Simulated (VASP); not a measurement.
# Cu (C2/c) in VASP: further runs

Runs on Cu. Level: BLYP. Tasks: single point.

Program: VASP 6.6.1. These are calculated values, not measurements. Logs are shortened: lines on timing, memory, paths and dates and some standing lists are left out, and cuts for length are marked.

**1. The cell of the first run**

The typed cell holds 2 atoms: a = 2.618 Å, b = 2.618 Å, c = 4.287 Å, α = 90.01°, β = 90.01°, γ = 120.01°.

**2. Single point, BLYP**

Input file INCAR:

```
  PREC = Accurate
  ENCUT = 520
  EDIFF = 1E-6
  ISMEAR = -1
  SIGMA = 0.1
  LREAL = False
  LASPH = True
  NELM = 100
  ALGO = Normal
  ISIF = 2
  LWAVE = False
  LCHARG = True
  GGA = B5
  ALDAX = 1.0
  AGGAX = 1.0
  AGGAC = 1.0
  ALDAC = 0.0
  LELF = True
  LVHAR = True
  NBANDS = 18
```

Input file KPOINTS:

```
regular mesh
0
Gamma
  15 15 8
```

Input file POSCAR:

```
Cu
1.0
   -1.4480855528      1.7589747815      1.2904731094
    1.7589747815     -1.4480855528      1.2904731094
    2.9882398252      2.9882398252     -0.7210789177
Cu
2
Direct
    0.0416600345      0.9583399655      0.0000000000
    0.7083399655      0.2916600345      0.5000000000
```

Potentials or basis: VASP PAW PBE potentials, release 64 (Cu).

Run with:

```sh
$ cat potpaw_PBE.64/Cu/POTCAR > POTCAR
$ mpirun -np 1 vasp_std > vasp.out
```

OUTCAR:

```text
PREC = Accurate
   ENCUT = 520
   EDIFF = 1E-6
   ISMEAR = -1
   LREAL = False
   LASPH = True
   NELM = 100
   ISIF = 2
   GGA = B5

 ion  position               nearest neighbor table
   1  0.042  0.958  0.000-   2 2.62   2 2.62   2 2.62   2 2.62   2 2.62   2 2.62
   2  0.708  0.292  0.500-   1 2.62   1 2.62   1 2.62   1 2.62   1 2.62   1 2.62

  LATTYP: Found a base centered monoclinic cell.
 ALAT       =     2.6181267367
 B/A-ratio  =     1.7323333346
 C/A-ratio  =     1.6374632606
 COS(beta)  =    -0.0002710906

  Lattice vectors:

 A1 = (  -1.4480855528,   1.7589747815,   1.2904731094)
 A2 = (   1.7589747815,  -1.4480855528,   1.2904731094)
 A3 = (   2.9882398252,   2.9882398252,  -0.7210789177)

Analysis of symmetry for initial positions (statically):
=====================================================================
 Subroutine PRICEL returns:
 Original cell was already a primitive cell.

 Routine SETGRP: Setting up the symmetry group for a
 base centered monoclinic supercell.

 Subroutine GETGRP returns: Found  4 space group operations
 (whereof  2 operations were pure point group operations)
 out of a pool of  4 trial point group operations.

The static configuration has the point symmetry C_2 .
 The point group associated with its full space group is C_2h.

Analysis of symmetry for dynamics (positions and initial velocities):
=====================================================================
 Subroutine PRICEL returns:
 Original cell was already a primitive cell.

 Routine SETGRP: Setting up the symmetry group for a
 base centered monoclinic supercell.

 Subroutine GETGRP returns: Found  4 space group operations
 (whereof  2 operations were pure point group operations)
 out of a pool of  4 trial point group operations.

The dynamic configuration has the point symmetry C_2 .
 The point group associated with its full space group is C_2h.

 Subroutine INISYM returns: Found  4 space group operations
 (whereof  2 operations are pure point group operations),
 and found     1 'primitive' translations

----------------------------------------------------------------------------------------

                                     Primitive cell

  volume of cell :      25.4534

  direct lattice vectors                    reciprocal lattice vectors
    -1.448085553  1.758974782  1.290473109    -0.110478926  0.201333106  0.376510912
     1.758974782 -1.448085553  1.290473109     0.201333106 -0.110478926  0.376510912
     2.988239825  2.988239825 -0.721078918     0.162596457  0.162596457 -0.039171283

  length of vectors
     2.618447039  2.618447039  4.287086343     0.441022765  0.441022765  0.233258665

  position of ions in fractional coordinates (direct lattice)
     0.041660034  0.958339966  1.000000000
     0.708339966  0.291660034  0.500000000

  ion indices of the primitive-cell ions
   primitive index   ion index
                 1           1
                 2           2

----------------------------------------------------------------------------------------

 KPOINTS: regular mesh

Automatic generation of k-mesh.
 Grid dimensions read from file:
 generate k-points for:   15   15    8

 Generating k-lattice:

  Cartesian coordinates                     Fractional coordinates (reciprocal lattice)
    -0.007365262  0.013422207  0.025100727     0.066666667  0.000000000 -0.000000000
     0.013422207 -0.007365262  0.025100727     0.000000000  0.066666667 -0.000000000
     0.020324557  0.020324557 -0.004896410    -0.000000000 -0.000000000  0.125000000

  Length of vectors
     0.029401518  0.029401518  0.029157333

  Shift w.r.t. Gamma in fractional coordinates (k-lattice)
     0.000000000  0.000000000  0.000000000

 Subroutine IBZKPT returns following result:
 ===========================================

 Found    488 irreducible k-points:

 Following reciprocal coordinates:
            Coordinates               Weight
  0.000000  0.000000  0.000000      1.000000
  0.066667  0.000000  0.000000      4.000000
  0.133333 -0.000000  0.000000      4.000000
  0.200000 -0.000000  0.000000      4.000000
  0.266667 -0.000000  0.000000      4.000000
  0.333333  0.000000 -0.000000      4.000000
[... 16 lines left out ...]
  0.133333  0.133333  0.000000      2.000000
  0.200000  0.133333  0.000000      4.000000
 [... further k-points ...]
   k-points           NKPTS =    488   k-points in BZ     NKDIM =    488   number of bands    NBANDS=     18
   number of dos      NEDOS =    301   number of ions     NIONS =      2
   total plane-waves  NPLWV =  12800
   dimension x,y,z NGX =    20 NGY =   20 NGZ =   32
   dimension x,y,z NGXF=    40 NGYF=   40 NGZF=   64
   ions per type =               2
   NGX,Y,Z   is equivalent  to a cutoff of  12.70, 12.70, 12.41 a.u.
   NGXF,Y,Z  is equivalent  to a cutoff of  25.40, 25.40, 24.82 a.u.
 SYSTEM =  unknown system
   PREC   = accura    normal or accurate (medium, high low for compatibility)
   ISTART =      0    job   : 0-new  1-cont  2-samecut
   ICHARG =      2    charge: 1-file 2-atom 10-const
   ISPIN  =      1    spin polarized calculation?
   LNONCOLLINEAR =      F non collinear calculations
   LSORBIT =      F    spin-orbit coupling
   LASPH  =      T    aspherical Exc in radial PAW
   ENCUT  =  520.0 eV  38.22 Ry    6.18 a.u.   4.87  4.87  7.97*2*pi/ulx,y,z
   NELM   =    100;   NELMIN=  2; NELMDL= -5     # of ELM steps
   EDIFF  = 0.1E-05   stopping-criterion for ELM
   LREAL  =      F    real-space projection
   EDIFFG = 0.1E-04   stopping-criterion for IOM
   NSW    =      0    number of steps for IOM
   IBRION =     -1    ionic relax: 0-MD 1-quasi-New 2-CG
   NFREE  =      0    steps in history (QN), initial steepest desc. (CG)
   ISIF   =      2    stress and relaxation
   ISYM   =      2    0-nonsym 1-usesym 2-fastsym
   POTIM  = 0.5000    time-step for ionic-motion
   TEBEG  =    0.0;   TEEND  =   0.0 temperature during run
   PSTRESS=    0.0 pullay stress
   NELECT =      22.0000    total number of electrons
   NUPDOWN=      -1.0000    fix difference up-down
   EMIN   =  10.00;   EMAX   =-10.00  energy-range for DOS
   EFERMI =   0.00;   METHOD = LEGACY
   ISMEAR =    -1;   SIGMA  =   0.10  broadening in eV -4-tet -1-fermi 0-gaus
   EFERMI_NEDOS =   21; number of points for ismear=-14 and -15
   IALGO  =     38    algorithm
   IMIX   =      4    mixing-type and parameters
     AMIX     =   0.40;   BMIX     =  1.00
     AMIX_MAG =   1.60;   BMIX_MAG =  1.00
  volume/ion in A,a.u.               =      12.73        85.88
  Fermi-wavevector in a.u.,A,eV,Ry     =   1.559435  2.946906 33.087175  2.431839
  Thomas-Fermi vector in A             =   2.662794
   LORBIT       =      0    0 simple, 1 ext, 2 COOP (PROOUT), +10 PAW based schemes
   GGA     = B5    functional components
   LHFCALC =     F    Hartree Fock is set to
   AEXX    =    0.0000 exact exchange contribution
   IVDW    =     0    specifies the selected vdW correction
   LEPSILON=     F    determine dielectric tensor
   LRPA    =     F    only Hartree local field effects (RPA)
 non-spin polarized calculation
  energy-cutoff  :      520.00
  volume of cell :       25.45
 maximum number of plane-waves:       708
   NGX =  9   NGY =  9   NGZ = 15

 number of electron      22.0000027 magnetization

 Free energy of the ion-electron system (eV)
  ---------------------------------------------------
  ext. energy  EPLUGINS =         0.00000000
  ---------------------------------------------------
  free energy    TOTEN  =        -5.96059099 eV

  energy without entropy =       -5.94103083  energy(sigma->0) =       -5.95081091

 E-fermi :   7.2549     XC(G=0): -11.7350

 val. band max:        7.1896563885   @ k =  -0.0667  -0.2000   0.2500
 cond. band min:       7.3005811265   @ k =   0.4667   0.2667   0.0000
 fundamental gap:      0.1109247379
 Fermi energy:         7.2548821836

 k-point     1 :       0.0000    0.0000    0.0000
  band No.  band energies     occupation
      1      -1.5436      2.00000
      2       2.4386      2.00000
      3       4.2598      2.00000
      4       4.3175      2.00000
      5       4.3186      2.00000
      6       4.4963      2.00000
[... 10 lines left out ...]
     17      29.6173      0.00000
     18      29.6215      0.00000

 k-point     2 :       0.0667    0.0000    0.0000
  band No.  band energies     occupation
      1      -1.4068      2.00000
      2       2.5167      2.00000
      3       4.1883      2.00000
      4       4.3647      2.00000
      5       4.3799      2.00000
      6       4.4748      2.00000
[... 10 lines left out ...]
     17      30.6299      0.00000
     18      30.9273      0.00000

 k-point     3 :       0.1333   -0.0000    0.0000
  band No.  band energies     occupation
      1      -1.0018      2.00000
      2       2.7284      2.00000
      3       4.0694      2.00000
      4       4.3895      2.00000
      5       4.4385      2.00000
      6       4.4999      2.00000
[... 10 lines left out ...]
     17      29.7108      0.00000
     18      30.3494      0.00000

 k-point     4 :       0.2000   -0.0000    0.0000
  band No.  band energies     occupation
      1      -0.3482      2.00000
      2       2.9942      2.00000
      3       3.9530      2.00000
      4       4.0256      2.00000
      5       4.3113      2.00000
      6       4.5621      2.00000
[... 375 lines left out ...]
      4       4.3655      2.00000
      5       4.3795      2.00000
      6       4.4742      2.00000
[... 10 lines left out ...]
     17      30.6125      0.00000
     18      30.9072      0.00000

 k-point    23 :       0.1333    0.1333    0.0000
  band No.  band energies     occupation
      1       0.0330      2.00000
      2       3.1483      2.00000
      3       3.8341      2.00000
      4       3.8848      2.00000
      5       4.3159      2.00000
      6       4.4083      2.00000
[... 10 lines left out ...]
     17      27.3103      0.00000
     18      27.4441      0.00000

 k-point    24 :       0.2000    0.1333    0.0000
  band No.  band energies     occupation
      1       0.8661      2.00000
      2       3.3216      2.00000
      3       3.6206      2.00000
      4       3.7325      2.00000
      5       4.2997      2.00000
      6       4.3101      2.00000
[... 10 lines left out ...]
     17      24.7956      0.00000
     18      26.2180      0.00000

 [... further k-points ...]
[... 5 lines left out ...]
  --------------------------------------------------------------------------------------
  -------------------------------------------------------------------------------------
  Total        0.1268947      0.1268947      0.0229010      0.1117133     -0.0257703     -0.0257703
  in kB        7.9874666      7.9874666      1.4415158      7.0318643     -1.6221294     -1.6221305
  external PRESSURE =       5.8054830 kB  Pullay stress =       0.0000000 kB

 VOLUME and BASIS-vectors are now :
 -----------------------------------------------------------------------------
  energy-cutoff  :      520.00
  volume of cell :       25.45
      direct lattice vectors                 reciprocal lattice vectors
    -1.448085553  1.758974782  1.290473109    -0.110478926  0.201333106  0.376510912
     1.758974782 -1.448085553  1.290473109     0.201333106 -0.110478926  0.376510912
     2.988239825  2.988239825 -0.721078918     0.162596457  0.162596457 -0.039171283

 POSITION                                       TOTAL-FORCE (eV/Angst)
 -----------------------------------------------------------------------------------
      1.62537     -1.31448      1.29047         0.000056     -0.000056      0.000000
      0.98141      2.31772      0.92993        -0.000056      0.000056     -0.000000
 -----------------------------------------------------------------------------------
    total drift:                                0.000000      0.000000     -0.000000

  FREE ENERGIE OF THE ION-ELECTRON SYSTEM (eV)
  ---------------------------------------------------
  free  energy   TOTEN  =        -5.9605909928 eV

  energy  without entropy=       -5.9410308255  energy(sigma->0) =       -5.95081091
```

Wall time 2.9 min (1 thread of AMD EPYC 7R13, shared host); peak memory 0.26 GiB.

Results:

```yaml
Free_energy: -5.9606 eV
Pressure: 0.6 GPa
Band_gap_on_the_k_mesh: zero (band 11 reaches 11.14 eV, above the bottom of band 12 at 5.22 eV)
```

Stress tensor (GPa, compression positive):
```
 0.80  0.70 -0.16
 0.70  0.80 -0.16
-0.16 -0.16  0.14
```

Caveat: the PAW data sets were made with another functional, which shifts forces and pressure a little.

**3. Single point, BLYP (volume scaled by 1.04)**

Input file INCAR:

```
PREC     = Accurate       # precision mode
ENCUT    = 520            # plane-wave cutoff, eV
EDIFF    = 1E-7           # SCF threshold, eV
ISMEAR   = -1             # smearing method
SIGMA    = 0.1            # smearing width, eV
LREAL    = False          # projectors in reciprocal space
LASPH    = True           # aspherical terms in the spheres
NELM     = 100            # most SCF steps
ALGO     = Normal         # electronic algorithm
ISIF     = 2              # what is computed and relaxed
LWAVE    = False          # write WAVECAR
LCHARG   = False          # write CHGCAR
GGA      = B5             # functional
ALDAX    = 1.0          
AGGAX    = 1.0          
AGGAC    = 1.0          
ALDAC    = 0.0          
NBANDS   = 18             # bands
```

Input file KPOINTS:

```
Automatic mesh
0
Gamma
  15 15 8
```

Input file POSCAR:

```
Cu
1.0
   -1.4671414953      1.7821218409      1.3074549662
    1.7821218409     -1.4671414953      1.3074549662
    3.0275632798      3.0275632798     -0.7305678863
Cu
2
Direct
    0.0416600345      0.9583399655      0.0000000000
    0.7083399655      0.2916600345      0.5000000000
```

Potentials or basis: VASP PAW PBE potentials, release 64 (Cu).

Run with:

```sh
$ cat potpaw_PBE.64/Cu/POTCAR > POTCAR
$ mpirun -np 1 vasp_std > vasp.out
```

It took 3.7 min on 1 thread of AMD EPYC 7R13, shared host; peak memory 0.27 GiB.

Results (log left out):

```yaml
Free_energy: -5.9503 eV
Pressure: -3.6 GPa
Band_gap_on_the_k_mesh: zero (band 11 reaches 10.61 eV, above the bottom of band 12 at 4.83 eV)
```

Stress tensor (GPa, compression positive):
```
-3.44  0.63 -0.15
 0.63 -3.44 -0.15
-0.15 -0.15 -4.03
```

Levels at points of the mesh, in eV from the Fermi level:
```csv
k point,band 7,band 8,band 9,band 10,band 11,band 12,band 13,band 14,band 15,band 16
"(0.00, 0.00, 0.00)",-2.66,-2.41,-2.41,-1.78,-1.78,-0.60,3.04,19.87,19.88,20.79
"(0.00, 0.00, 0.50)",-2.86,-2.86,-1.98,-1.98,-1.98,-1.98,11.44,11.44,21.40,21.40
```

Caveat: the PAW data sets were made with another functional, which shifts forces and pressure a little.
